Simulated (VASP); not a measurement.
Set up this calculation in VASP 6.6.1, as the native input.

- Task: single point
- Functional: PBE
- Potentials or basis: VASP PAW PBE potentials, release 64 (S, H, C, O)
- Cutoff: 520 eV
- k mesh: 1 × 1 × 1
- Occupations: fermi-dirac, width 0.05 eV
- Spin: no spin polarisation
- Dipole correction: no
- Further INCAR settings: LREAL = Auto; ALGO = Normal; EDIFF = 1e-06; NBANDS = 68

The structure of H6CSO lies in POSCAR:

```
H6CSO
1.0
    7.9791120000      0.0000000000      0.0000000000
    0.0000000000      7.9791120000      0.0000000000
    0.0000000000      0.0000000000      7.9791120000
S H C O
4 24 4 4
Direct
    0.6952026742      0.2787402909      0.6931222422
   -0.1317690490      0.3898679452      0.2700049830
    0.7020580736      1.0272195703      0.2134949353
    0.0329610613      0.7541440702      1.0324331830
    0.7163704432      0.3382331267      0.5382679175
    0.6236408262      0.1349147624      0.6490070574
   -0.0395658063      0.5249205676      0.2092588749
    0.0163426707      0.3250988331      0.3228429429
    0.7307705419      0.8769898204      0.2946067181
    0.8167951521      0.9667115839      0.0957625360
    0.1248509859      0.6919817644      0.9163676359
    0.1395017390      0.8804613847      1.0551174116
    0.4472051527      0.7279130811      0.9386257518
    0.4588981832      0.4122513884      0.8002268924
    0.6381411866      0.6118725994      0.9886062509
    0.5715172315      0.6530300615      0.7724669111
    0.1866373100      0.1024424773      0.2027167935
    0.4500751462     -0.0050757528      0.0670250023
    0.3787138218      0.2246114605      0.2005486325
    0.2267169580      0.2738023981      0.0467846547
    0.9023184535      0.6810532300      0.6258340527
    1.0928158422      0.9028448278      0.4021876119
    1.0378222539      0.8458084057      0.6925457369
    0.8521875617      0.8876802331      0.5797762959
    0.3236575699      0.2708321427      0.6533057814
   -0.0062538287      0.1565086441      0.6168355576
    0.1527989581      0.4049448109      0.6778573856
    0.1884169567      0.2432100214      0.8262698907
    0.5245571186      0.6173995302      0.9012281066
    0.2806076666      0.1699437231      0.1200008221
    0.9554947969      0.8023323899      0.5934620294
    0.1923021008      0.2765595971      0.6866804226
    0.4235684372      0.4736617308      0.9030578841
    0.3491741938      0.0449548772      0.0180095229
    1.0439632881      0.7991866764      0.4428938960
    0.1062273596      0.1712972571      0.5735349999
```

These files were run (other wordings do the same):

INCAR

```
PREC = Accurate
ENCUT = 520
EDIFF = 1E-6
ISMEAR = -1
SIGMA = 0.05
LREAL = Auto
LASPH = T
NELM = 80
ALGO = Normal
ISIF = 2
LWAVE = F
LCHARG = F
GGA = PE
NBANDS = 68
```

KPOINTS

```
regular mesh
0
Gamma
  1 1 1
```

Potentials or basis: VASP PAW PBE potentials, release 64 (S, H, C, O).

Run with:

```bash
$ cat potpaw_PBE.64/S/POTCAR potpaw_PBE.64/H/POTCAR potpaw_PBE.64/C/POTCAR potpaw_PBE.64/O/POTCAR > POTCAR
$ mpirun -np 1 vasp_gam > vasp.out
```

Results of the run:

```json
{
 "Pressure": "1.2 GPa",
 "Largest force": "2.399 eV/Å",
 "Band gap on the k mesh": "4.09 eV"
}
```

Caveat: the k points lie up to 0.79 Å⁻¹ apart.

It took 78 s on 1 thread of Intel(R) Xeon(R) Platinum 8259CL CPU @ 2.50GHz (Skylake/Cascade Lake) (shared host), peak memory 0.46 GiB.
